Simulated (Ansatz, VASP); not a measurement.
**Ti: VASP beside Ansatz**

File INCAR:

```
SYSTEM = Ti
  PREC = Accurate
  ENCUT = 520
  EDIFF = 1E-8
  ISMEAR = -1
  SIGMA = 0.05
  LREAL = .False.
  LASPH = .True.
  NELM = 80
  ALGO = Normal
  ISIF = 2
  LWAVE = .False.
  LCHARG = .False.
  GGA = PS
  LEFG = .True.
  NBANDS = 19
```

File KPOINTS:

```
regular mesh
0
Gamma
  14 14 8
  0 0 0
```

File POSCAR:

```
Ti
1.0
    2.9597985897      0.0000000000      0.0000000000
   -1.4798992949      2.5632607688      0.0000000000
    0.0000000000      0.0000000000      4.7015682207
Ti
2
Direct
    0.3333333333      0.6666666667      0.2500000000
    0.6666666667      0.3333333333      0.7500000000
```

Input for Ansatz:

```yaml
crystal:
  lattice:
    - [2.9597985897, 0.0, 0.0]
    - [-1.4798992949, 2.5632607688, 0.0]
    - [0.0, 0.0, 4.7015682207]
  atoms:
    - { symbol: Ti, position: [0.3333333333, 0.6666666667, 0.25] }
    - { symbol: Ti, position: [0.6666666667, 0.3333333333, 0.75] }
kpoints:
  mp_grid: { grid: [14, 14, 8] }
scf:
  occupations: { method: fermi_dirac, width: 0.05 }
hamiltonian:
  xc: pbesol
  pseudopotentials: { kind: paw }
output:
  forces: true
  stress: true
  eigenvalues: true
  efg: { contact_densities: true }
```

Change from the starting cell: volume scaled by 1.01, PAW files.

Alike in both runs: task electric field gradients; functional PBEsol; k mesh 14 × 14 × 8; occupations fermi-dirac, width 0.05 eV; no spin polarisation.

```csv
,VASP,Ansatz
version,VASP 6.6.1,Ansatz 0.2.0
potentials or method,"VASP PAW PBE potentials, release 64 (Ti_sv)","PAW with Ansatz's default frozen-core files, scalar-relativistic"
plane-wave cutoff (eV),520,420
valence electrons in the cell,24,24
```

|  | VASP | Ansatz | Ansatz less VASP |
| --- | --- | --- | --- |
| pressure (GPa) | -7.0 | -6.8 | +0.19 |
| traceless stress, the component that is largest in VASP (GPa) | -0.37 | -0.37 | 0.000 |
| size of Vzz on the site where it differs most (V/Å²) | 16.2 | 18.0 | +1.83 |

VASP's potentials were made for PBE, not for PBEsol. The functional is the same, so the differences come from potentials, cutoffs and numerics.
